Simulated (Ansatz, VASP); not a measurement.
## Two plane-wave programs on Ge

POSCAR

```
Ge
1.0
    1.3877718785     -2.5830623466      0.0000000000
    1.3877718785      2.5830623466      0.0000000000
    0.0000000000      0.0000000000      2.6801215215
Ge
1
Direct
    0.5000000000      0.5000000000      0.0000000000
```

INCAR.step1

```
ALGO = Normal
EDIFF = 1E-4
ENCUT = 520
GGA = PE
ISMEAR = 1
LASPH = T
LCHARG = F
LREAL = F
LWAVE = T
NBANDS = 13
NELM = 80
PREC = Accurate
SIGMA = 0.15
```

The input INCAR.step2:

```
ALGO = Normal
EDIFF = 1E-7
ENCUT = 520
ISIF = 2
ISMEAR = 1
ISTART = 1
LASPH = T
LCHARG = F
LMIXTAU = T
LREAL = F
LWAVE = F
METAGGA = R2SCAN
NBANDS = 13
NELM = 80
PREC = Accurate
SIGMA = 0.15
```

Contents of KPOINTS:

```
k-points
0
Gamma
  12 12 11
```

Input for Ansatz:

```yaml
crystal:
  lattice:
    - [1.387771878535707, -2.583062346594502, 0.0]
    - [1.387771878535707, 2.583062346594502, 0.0]
    - [0.0, 0.0, 2.6801215214649825]
  atoms:
    - { symbol: Ge, position: [0.5, 0.5, 0.0] }
basis:
  ecutwfc: 600.0
kpoints:
  mp_grid:
    grid: [12, 12, 11]
hamiltonian:
  xc: r2scan
  pseudopotentials:
    kind: paw
scf:
  occupations:
    method: cold
    width: 0.15
output:
  stress: true
```

Alike in both runs: task single point; functional r2SCAN; k mesh 12 × 12 × 11; no spin polarisation.

|  | VASP | Ansatz |
| --- | --- | --- |
| version | VASP 6.6.1 | Ansatz 0.2.0 |
| potentials or method | VASP PAW PBE potentials, release 64 (Ge_d), cutoff 520 eV | plane waves, PAW |
| occupations | methfessel-paxton of order 1, width 0.15 eV | cold, width 0.15 eV |
| valence electrons in the cell | 14 | 14 |

|  | VASP | Ansatz | Ansatz less VASP |
| --- | --- | --- | --- |
| pressure (GPa) | -2.1 | -1.9 | +0.12 |
| traceless stress, the component that is largest in VASP (GPa) | -2.68 | -2.65 | +0.023 |

VASP's potentials were made for PBE, not for r2SCAN.
